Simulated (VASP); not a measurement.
Runs of VASP 6.6.1 on NaCl. The structure is that of space group Fm-3m (No. 225), or close to it. The cells are those of the table. 

| cell | gap on the mesh (eV) | pressure (GPa) |
| --- | --- | --- |
| a = 3.845, b = 3.845, c = 3.860 Å, angles 60.1, 60.1, 90.0°, 2 atoms | 5.11 | 0.3 |
| a = 3.825, b = 3.825, c = 3.852 Å, angles 60.2, 60.2, 90.0°, 2 atoms | (a) | 0.6 |
| a = 3.845, b = 3.845, c = 3.859 Å, angles 60.1, 60.1, 90.0°, 2 atoms | 5.11 | 0.3 |
| a = 3.883, b = 3.883, c = 3.869 Å, angles 59.9, 59.9, 90.0°, 2 atoms | 5.05 | -0.2 |
| a = 3.883, b = 3.883, c = 3.868 Å, angles 59.9, 59.9, 90.0°, 2 atoms | 5.05 | -0.2 |

Alike in all rows: task single point; level LDA; potentials or basis VASP PAW LDA potentials, release 64 (Na_pv, Cl); no spin polarisation; k mesh 8 × 8 × 8; cutoff (eV) 520; smearing gaussian 0.01 eV.

Task: Fill in the values left out.

Result: (a) 5.15.

